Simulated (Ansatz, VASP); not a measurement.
## Two plane-wave programs on Mo

The input INCAR:

```
  ALGO = Normal
  EDIFF = 1E-6
  ENCUT = 500
  GGA = PE
  GGA_COMPAT = False
  ISIF = 2
  ISMEAR = 1
  LASPH = True
  LCHARG = False
  LREAL = False
  LWAVE = False
  NBANDS = 13
  NELM = 120
  PREC = Accurate
  SIGMA = 0.02
```

The input KPOINTS:

```
k-points
0
Gamma
  10 10 10
```

The input POSCAR:

```
Mo
1.0
   -1.5593028945      1.5593028945      1.5593028945
    1.5593028945     -1.5593028945      1.5593028945
    1.5593028945      1.5593028945     -1.5593028945
Mo
1
Direct
    0.0000000000      0.0000000000      0.0000000000
```

Input for Ansatz:

```yaml
crystal:
  lattice:
    - [-1.5593028945165608, 1.5593028945165608, 1.5593028945165608]
    - [1.5593028945165608, -1.5593028945165608, 1.5593028945165608]
    - [1.5593028945165608, 1.5593028945165608, -1.5593028945165608]
  atoms:
    - { symbol: Mo, position: [0.0, 0.0, 0.0] }
accuracy: low
basis:
  ecutwfc: 500.0
kpoints:
  mp_grid:
    grid: [10, 10, 10]
hamiltonian:
  xc: pbe
scf:
  max_iter: 150
  mixing:
    algorithm: msr1
    preconditioner: kerker
  occupations:
    method: methfessel_paxton
    width: 0.02
output:
  stress: true
```

Alike in both runs: task single point; functional PBE; k mesh 10 × 10 × 10; occupations methfessel-paxton of order 1, width 0.02 eV; no spin polarisation.

|  | VASP | Ansatz |
| --- | --- | --- |
| version | VASP 6.6.1 | Ansatz 0.2.0 |
| potentials or method | VASP PAW PBE potentials, release 64 (Mo_sv), cutoff 500 eV | plane waves, PAW |
| valence electrons in the cell | 14 | 14 |

```csv
,VASP,Ansatz,Ansatz less VASP
pressure (GPa),11.3,10.7,-0.64
```
